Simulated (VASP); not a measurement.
# SiC (F-43m) in VASP: notebook

The runs below take SiC through single point, with revPBE+D3(BJ), PBE.

All numbers are computed with VASP 6.6.1; they aren't measurements. Logs are shortened: lines on timing, memory, paths and dates and some standing lists are left out, and cuts for length are marked.

## 1. The cell of the first run

Symmetry: F-43m, No. 216, cubic system. Conventional cell: a = 4.275 Å, b = 4.275 Å, c = 4.275 Å, α = 90.00°, β = 90.00°, γ = 90.00°. Si (site symmetry -43m) has 4 C at 1.85 Å within 2.5 Å. Within 2.5 Å of C (site symmetry -43m) lie 4 Si at 1.85 Å.

## 2. Single point, revPBE+D3(BJ) (volume scaled by 0.96)

INCAR

```
PREC     = Accurate       # precision mode
ENCUT    = 520            # plane-wave cutoff, eV
EDIFF    = 1E-7           # SCF threshold, eV
ISMEAR   = 0              # smearing method
SIGMA    = 0.05           # smearing width, eV
LREAL    = F              # projectors in reciprocal space
LASPH    = T              # aspherical terms in the spheres
NELM     = 100            # most SCF steps
ALGO     = Normal         # electronic algorithm
ISIF     = 2              # what is computed and relaxed
LWAVE    = F              # write WAVECAR
LCHARG   = T              # write CHGCAR
GGA      = RE             # functional
IVDW     = 12             # dispersion correction
LELF     = T              # ELF
LVHAR    = T            
NBANDS   = 11             # bands
```

KPOINTS

```
regular mesh
0
Gamma
  10 10 10
```

POSCAR

```
SiC
1.0
    0.0000000000      2.1374453439      2.1374453439
    2.1374453439      0.0000000000      2.1374453439
    2.1374453439      2.1374453439      0.0000000000
Si C
1 1
Direct
    0.0000000000      0.0000000000      0.0000000000
    0.7500000000      0.7500000000      0.7500000000
```

Potentials or basis: VASP PAW PBE potentials, release 64 (Si, C).

Run with:

```
$ cat potpaw_PBE.64/Si/POTCAR potpaw_PBE.64/C/POTCAR > POTCAR
$ mpirun -np 1 vasp_std > vasp.out
```

OUTCAR:

```text
PREC = Accurate
   ENCUT = 520
   EDIFF = 1E-7
   ISMEAR = 0
   LREAL = F
   LASPH = T
   NELM = 100
   ISIF = 2
   GGA = RE
   IVDW = 12
 IVDW          = 12

 ion  position               nearest neighbor table
   1  0.000  0.000  0.000-   2 1.85   2 1.85   2 1.85   2 1.85
   2  0.750  0.750  0.750-   1 1.85   1 1.85   1 1.85   1 1.85

  LATTYP: Found a face centered cubic cell.
 ALAT       =     4.2748906878

  Lattice vectors:

 A1 = (   0.0000000000,   2.1374453439,   2.1374453439)
 A2 = (   2.1374453439,   0.0000000000,   2.1374453439)
 A3 = (   2.1374453439,   2.1374453439,   0.0000000000)

Analysis of symmetry for initial positions (statically):
=====================================================================
 Subroutine PRICEL returns:
 Original cell was already a primitive cell.

 Routine SETGRP: Setting up the symmetry group for a
 face centered cubic supercell.

 Subroutine GETGRP returns: Found 24 space group operations
 (whereof 24 operations were pure point group operations)
 out of a pool of 48 trial point group operations.

The static configuration has the point symmetry T_d .

Analysis of symmetry for dynamics (positions and initial velocities):
=====================================================================
 Subroutine PRICEL returns:
 Original cell was already a primitive cell.

 Routine SETGRP: Setting up the symmetry group for a
 face centered cubic supercell.

 Subroutine GETGRP returns: Found 24 space group operations
 (whereof 24 operations were pure point group operations)
 out of a pool of 48 trial point group operations.

The dynamic configuration has the point symmetry T_d .

 Subroutine INISYM returns: Found 24 space group operations
 (whereof 24 operations are pure point group operations),
 and found     1 'primitive' translations

----------------------------------------------------------------------------------------

                                     Primitive cell

  volume of cell :      19.5306

  direct lattice vectors                    reciprocal lattice vectors
     0.000000000  2.137445344  2.137445344    -0.233924110  0.233924110  0.233924110
     2.137445344  0.000000000  2.137445344     0.233924110 -0.233924110  0.233924110
     2.137445344  2.137445344  0.000000000     0.233924110  0.233924110 -0.233924110

  length of vectors
     3.022804194  3.022804194  3.022804194     0.405168444  0.405168444  0.405168444

  position of ions in fractional coordinates (direct lattice)
     0.000000000  0.000000000  0.000000000
     0.750000000  0.750000000  0.750000000

  ion indices of the primitive-cell ions
   primitive index   ion index
                 1           1
                 2           2

----------------------------------------------------------------------------------------

 KPOINTS: regular mesh

Automatic generation of k-mesh.
 Grid dimensions read from file:
 generate k-points for:   10   10   10

 Generating k-lattice:

  Cartesian coordinates                     Fractional coordinates (reciprocal lattice)
    -0.023392411  0.023392411  0.023392411     0.100000000  0.000000000  0.000000000
     0.023392411 -0.023392411  0.023392411     0.000000000  0.100000000  0.000000000
     0.023392411  0.023392411 -0.023392411     0.000000000  0.000000000  0.100000000

  Length of vectors
     0.040516844  0.040516844  0.040516844

  Shift w.r.t. Gamma in fractional coordinates (k-lattice)
     0.000000000  0.000000000  0.000000000

 Subroutine IBZKPT returns following result:
 ===========================================

 Found     47 irreducible k-points:

 Following reciprocal coordinates:
            Coordinates               Weight
  0.000000  0.000000  0.000000      1.000000
  0.100000  0.000000  0.000000      8.000000
  0.200000  0.000000  0.000000      8.000000
  0.300000  0.000000  0.000000      8.000000
  0.400000  0.000000  0.000000      8.000000
  0.500000  0.000000  0.000000      4.000000
[... 16 lines left out ...]
  0.300000  0.300000  0.000000      6.000000
  0.400000  0.300000  0.000000     24.000000
 [... further k-points ...]
   k-points           NKPTS =     47   k-points in BZ     NKDIM =     47   number of bands    NBANDS=     11
   number of dos      NEDOS =    301   number of ions     NIONS =      2
   total plane-waves  NPLWV =  13824
   dimension x,y,z NGX =    24 NGY =   24 NGZ =   24
   dimension x,y,z NGXF=    48 NGYF=   48 NGZF=   48
   ions per type =               1   1
   NGX,Y,Z   is equivalent  to a cutoff of  13.20, 13.20, 13.20 a.u.
   NGXF,Y,Z  is equivalent  to a cutoff of  26.40, 26.40, 26.40 a.u.
 SYSTEM =  unknown system
   PREC   = accura    normal or accurate (medium, high low for compatibility)
   ISTART =      0    job   : 0-new  1-cont  2-samecut
   ICHARG =      2    charge: 1-file 2-atom 10-const
   ISPIN  =      1    spin polarized calculation?
   LNONCOLLINEAR =      F non collinear calculations
   LSORBIT =      F    spin-orbit coupling
   LASPH  =      T    aspherical Exc in radial PAW
   ENCUT  =  520.0 eV  38.22 Ry    6.18 a.u.   5.62  5.62  5.62*2*pi/ulx,y,z
   NELM   =    100;   NELMIN=  2; NELMDL= -5     # of ELM steps
   EDIFF  = 0.1E-06   stopping-criterion for ELM
   LREAL  =      F    real-space projection
   EDIFFG = 0.1E-05   stopping-criterion for IOM
   NSW    =      0    number of steps for IOM
   IBRION =     -1    ionic relax: 0-MD 1-quasi-New 2-CG
   NFREE  =      0    steps in history (QN), initial steepest desc. (CG)
   ISIF   =      2    stress and relaxation
   ISYM   =      2    0-nonsym 1-usesym 2-fastsym
   POTIM  = 0.5000    time-step for ionic-motion
   TEBEG  =    0.0;   TEEND  =   0.0 temperature during run
   PSTRESS=    0.0 pullay stress
   NELECT =       8.0000    total number of electrons
   NUPDOWN=      -1.0000    fix difference up-down
   EMIN   =  10.00;   EMAX   =-10.00  energy-range for DOS
   EFERMI =   0.00;   METHOD = LEGACY
   ISMEAR =     0;   SIGMA  =   0.05  broadening in eV -4-tet -1-fermi 0-gaus
   EFERMI_NEDOS =   21; number of points for ismear=-14 and -15
   IALGO  =     38    algorithm
   IMIX   =      4    mixing-type and parameters
     AMIX     =   0.40;   BMIX     =  1.00
     AMIX_MAG =   1.60;   BMIX_MAG =  1.00
  volume/ion in A,a.u.               =       9.77        65.90
  Fermi-wavevector in a.u.,A,eV,Ry     =   1.215812  2.297552 20.112121  1.478199
  Thomas-Fermi vector in A             =   2.351187
   LORBIT       =      0    0 simple, 1 ext, 2 COOP (PROOUT), +10 PAW based schemes
   GGA     = RE    functional components
   LHFCALC =     F    Hartree Fock is set to
   AEXX    =    0.0000 exact exchange contribution
   IVDW    =    12    specifies the selected vdW correction
   LEPSILON=     F    determine dielectric tensor
   LRPA    =     F    only Hartree local field effects (RPA)
 non-spin polarized calculation
 Gauss-broadening in eV      SIGMA  =   0.05
  energy-cutoff  :      520.00
  volume of cell :       19.53
 maximum number of plane-waves:       544
   NGX = 11   NGY = 11   NGZ = 11

 number of electron       7.9999999 magnetization

 Free energy of the ion-electron system (eV)
  ---------------------------------------------------
  ext. energy  EPLUGINS =         0.00000000
  ---------------------------------------------------
  free energy    TOTEN  =       -14.35297304 eV

  energy without entropy =      -14.35297304  energy(sigma->0) =      -14.35297304

 E-fermi :   9.1023     XC(G=0): -11.5674

 val. band max:        8.8336769161   @ k =   0.0000   0.0000   0.0000
 cond. band min:      10.1338410177   @ k =   0.5000   0.5000   0.0000
 fundamental gap:      1.3001641016
 Fermi energy:         9.1022555575

 k-point     1 :       0.0000    0.0000    0.0000
  band No.  band energies     occupation
      1      -7.0442      2.00000
      2       8.8337      2.00000
      3       8.8337      2.00000
      4       8.8337      2.00000
      5      15.7544      0.00000
      6      16.5938      0.00000
      7      16.5938      0.00000
      8      16.5938      0.00000
      9      23.6382      0.00000
     10      23.6382      0.00000
     11      26.3670      0.00000

 k-point     2 :       0.1000    0.0000    0.0000
  band No.  band energies     occupation
      1      -6.8399      2.00000
      2       7.8156      2.00000
      3       8.6997      2.00000
      4       8.6997      2.00000
      5      15.9286      0.00000
      6      16.8450      0.00000
      7      16.8450      0.00000
      8      16.9573      0.00000
      9      22.6560      0.00000
     10      22.6560      0.00000
     11      25.6705      0.00000

 k-point     3 :       0.2000    0.0000    0.0000
  band No.  band energies     occupation
      1      -6.2355      2.00000
      2       5.6416      2.00000
      3       8.3917      2.00000
      4       8.3917      2.00000
      5      15.5844      0.00000
      6      17.1846      0.00000
      7      17.1846      0.00000
      8      18.2087      0.00000
      9      21.9895      0.00000
     10      21.9895      0.00000
     11      24.7613      0.00000

 k-point     4 :       0.3000    0.0000    0.0000
  band No.  band energies     occupation
      1      -5.2664      2.00000
      2       3.2458      2.00000
      3       8.0738      2.00000
      4       8.0738      2.00000
      5      15.1781      0.00000
      6      16.9527      0.00000
      7      16.9527      0.00000
      8      19.0985      0.00000
      9      22.9254      0.00000
     10      22.9254      0.00000
     11      24.6146      0.00000
[... 239 lines left out ...]
 k-point    22 :      -0.2000    0.2000    0.0000
  band No.  band energies     occupation
      1      -4.9422      2.00000
      2       3.9362      2.00000
      3       5.5191      2.00000
      4       8.1932      2.00000
      5      15.7060      0.00000
      6      17.3617      0.00000
      7      17.6229      0.00000
      8      18.5542      0.00000
      9      20.5944      0.00000
     10      24.9040      0.00000
     11      28.6297      0.00000

 k-point    23 :       0.3000    0.3000    0.0000
  band No.  band energies     occupation
      1      -4.6662      2.00000
      2       4.4530      2.00000
      3       6.3972      2.00000
      4       6.3972      2.00000
      5      12.1073      0.00000
      6      14.7037      0.00000
      7      20.9932      0.00000
      8      20.9932      0.00000
      9      22.0015      0.00000
     10      26.3352      0.00000
     11      31.1986      0.00000

 k-point    24 :       0.4000    0.3000    0.0000
  band No.  band energies     occupation
      1      -3.7542      2.00000
      2       3.1846      2.00000
      3       5.5770      2.00000
      4       6.1269      2.00000
      5      11.7527      0.00000
      6      14.7389      0.00000
      7      21.1388      0.00000
      8      21.3620      0.00000
      9      23.3681      0.00000
     10      27.4258      0.00000
     11      31.0055      0.00000

 [... further k-points ...]

------------------------ aborting loop because EDIFF is reached ----------------------------------------

 Edisp (eV)   -1.27206

 E8    (eV) :    -0.8335

  FORCE on cell =-STRESS in cart. coord.  units (eV):
  Direction    XX          YY          ZZ          XY          YZ          ZX
  --------------------------------------------------------------------------------------
  -------------------------------------------------------------------------------------
  Total       1.15237     1.15237     1.15237     0.00000     0.00000     0.00000
  in kB      94.53375    94.53375    94.53375     0.00000     0.00000     0.00000
  external pressure =       94.53 kB  Pullay stress =        0.00 kB

 VOLUME and BASIS-vectors are now :
 -----------------------------------------------------------------------------
  energy-cutoff  :      520.00
  volume of cell :       19.53
      direct lattice vectors                 reciprocal lattice vectors
     0.000000000  2.137445344  2.137445344    -0.233924110  0.233924110  0.233924110
     2.137445344  0.000000000  2.137445344     0.233924110 -0.233924110  0.233924110
     2.137445344  2.137445344  0.000000000     0.233924110  0.233924110 -0.233924110

 POSITION                                       TOTAL-FORCE (eV/Angst)
 -----------------------------------------------------------------------------------
      0.00000      0.00000      0.00000        -0.000000     -0.000000     -0.000000
      3.20617      3.20617      3.20617         0.000000      0.000000      0.000000
 -----------------------------------------------------------------------------------
    total drift:                               -0.000000     -0.000000     -0.000000

  FREE ENERGIE OF THE ION-ELECTRON SYSTEM (eV)
  ---------------------------------------------------
  free  energy   TOTEN  =       -15.6250349324 eV

  energy  without entropy=      -15.6250349324  energy(sigma->0) =      -15.62503493
```

It took 21 s on 1 thread of AMD EPYC 7R13, shared host; peak memory 0.12 GiB.

What came out:

| Item | Value |
| --- | --- |
| Free energy | -15.6250 eV |
| Pressure | 9.5 GPa |
| Band gap on the k mesh | 1.30 eV, indirect (least direct gap 4.59 eV) |
| Dispersion energy per atom | -0.636 eV |

Levels at points of the mesh, in eV from the valence-band top:
| k point | band 2 | band 3 | band 4 | band 5 | band 6 | band 7 |
| --- | --- | --- | --- | --- | --- | --- |
| (0.00, 0.00, 0.00) | 0.00 | 0.00 | 0.00 | 6.92 | 7.76 | 7.76 |
| (0.50, 0.00, 0.00) | -8.84 | -1.06 | -1.06 | 5.99 | 7.48 | 7.48 |
| (0.50, 0.50, 0.00) | -7.96 | -3.29 | -3.29 | 1.30 | 4.57 | 14.77 |

Caveat: the cell differs from its parent crystal (volume scaled by 0.96); the PAW data sets were made with another functional, which shifts forces and pressure a little. A k mesh can miss the band edges.

## 3. Single point, PBE

This run uses another cell than the first one, of 10.27 Å³/atom, 1.052 times its volume.

INCAR

```
ALGO     = Normal         # electronic algorithm
EDIFF    = 1E-6           # SCF threshold, eV
ENCUT    = 520            # plane-wave cutoff, eV
GGA      = PE             # functional
ISIF     = 2              # what is computed and relaxed
ISMEAR   = 0              # smearing method
LASPH    = T              # aspherical terms in the spheres
LCHARG   = F              # write CHGCAR
LREAL    = F              # projectors in reciprocal space
LWAVE    = F              # write WAVECAR
NBANDS   = 11             # bands
NELM     = 100            # most SCF steps
PREC     = Accurate       # precision mode
SIGMA    = 0.05           # smearing width, eV
```

KPOINTS

```
k-points
0
Gamma
  10 10 10
```

POSCAR

```
SiC
1.0
    0.0000000000      2.1739983056      2.1739983056
    2.1739983056      0.0000000000      2.1739983056
    2.1739983056      2.1739983056      0.0000000000
Si C
1 1
Direct
    0.0000000000      0.0000000000      0.0000000000
    0.7500000000      0.7500000000      0.7500000000
```

Potentials or basis: VASP PAW PBE potentials, release 64 (Si, C).

Run with:

```
$ cat potpaw_PBE.64/Si/POTCAR potpaw_PBE.64/C/POTCAR > POTCAR
$ mpirun -np 1 vasp_std > vasp.out
```

Wall time 17 s (1 thread of AMD EPYC 7R13, shared host); peak memory 0.11 GiB.

The run converged. Its results:

```yaml
Free_energy: -15.0541 eV
Pressure: 4.8 GPa
Band_gap_on_the_k_mesh: 1.35 eV, indirect (least direct gap 4.55 eV)
```

Levels at points of the mesh, in eV from the valence-band top:
```
           k point  band 1  band 2  band 3  band 4  band 5  band 6  band 7  band 8
(0.00, 0.00, 0.00)  -15.46    0.00    0.00    0.00    6.31    7.36    7.36    7.36
(0.50, 0.00, 0.00)  -11.87   -8.57   -1.05   -1.05    5.50    7.26    7.26   10.09
(0.50, 0.50, 0.00)  -10.41   -7.82   -3.20   -3.20    1.35    4.35   14.12   14.12
```

A k mesh can miss the band edges. As with any semilocal functional, this PBE gap is likely too small.
